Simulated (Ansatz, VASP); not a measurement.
# Two plane-wave programs on N

Contents of INCAR:

```
ALGO = Normal
EDIFF = 1E-6
ENCUT = 520
GGA = PE
ISIF = 2
ISMEAR = 0
LASPH = T
LCHARG = F
LREAL = F
LWAVE = F
NBANDS = 18
NELM = 80
PREC = Accurate
SIGMA = 0.1
```

The input KPOINTS:

```
k-points
0
Gamma
  10 6 12
```

The input POSCAR:

```
N
1.0
    4.8169581900      0.0000000000      0.0000000000
    0.0000000000      7.6502728300      0.0000000000
    0.0000000000      0.0000000000      3.1975584100
N
4
Direct
    0.0282953520      0.2500000000      0.6085658409
    0.9717046480      0.7500000000      0.3914341591
    0.4717046480      0.7500000000      0.1085658409
    0.5282953520      0.2500000000      0.8914341591
```

Input for Ansatz:

```yaml
crystal:
  lattice:
    - [4.81695819, 0.0, 0.0]
    - [0.0, 7.65027283, 0.0]
    - [0.0, 0.0, 3.19755841]
  atoms:
    - { symbol: "N", position: [0.028295352, 0.25, 0.6085658409] }
    - { symbol: "N", position: [0.971704648, 0.75, 0.3914341591] }
    - { symbol: "N", position: [0.471704648, 0.75, 0.1085658409] }
    - { symbol: "N", position: [0.528295352, 0.25, 0.8914341591] }
basis:
  ecutwfc: 420
kpoints:
  mp_grid: { grid: [10, 6, 12] }
hamiltonian:
  xc: pbe
scf:
  occupations: { method: gaussian, width: 0.1 }
output:
  forces: true
  stress: true
  eigenvalues: true
  write_density: true
  write_potential: true
  elf: true
  volumetric_format: npy
```

Alike in both runs: task single point; functional PBE; k mesh 10 × 6 × 12; occupations gaussian, width 0.1 eV; no spin polarisation.

|  | VASP | Ansatz |
| --- | --- | --- |
| version | VASP 6.6.1 | Ansatz 0.2.0 |
| potentials or method | VASP PAW PBE potentials, release 64 (N), cutoff 520 eV | scalar-relativistic, plane waves, PAW |
| valence electrons in the cell | 20 | 20 |

Ansatz gave:

- gap on the k mesh at the Fermi level (eV): none
- pressure (GPa): -12.3
- traceless stress, the component that is largest in VASP (GPa): -12.67
- rms of the force components (eV/Å): 0.515

Estimate VASP's values.

gap on the k mesh at the Fermi level (eV): none; pressure (GPa): -12.3; traceless stress, the component that is largest in VASP (GPa): -12.66; rms of the force components (eV/Å): 0.514.

Atom by atom the forces differ by 0.001 eV/Å (rms over components). A gap of «none» marks a metal or a gap that the smearing closes. The functional is the same, so the differences come from potentials, cutoffs and numerics.
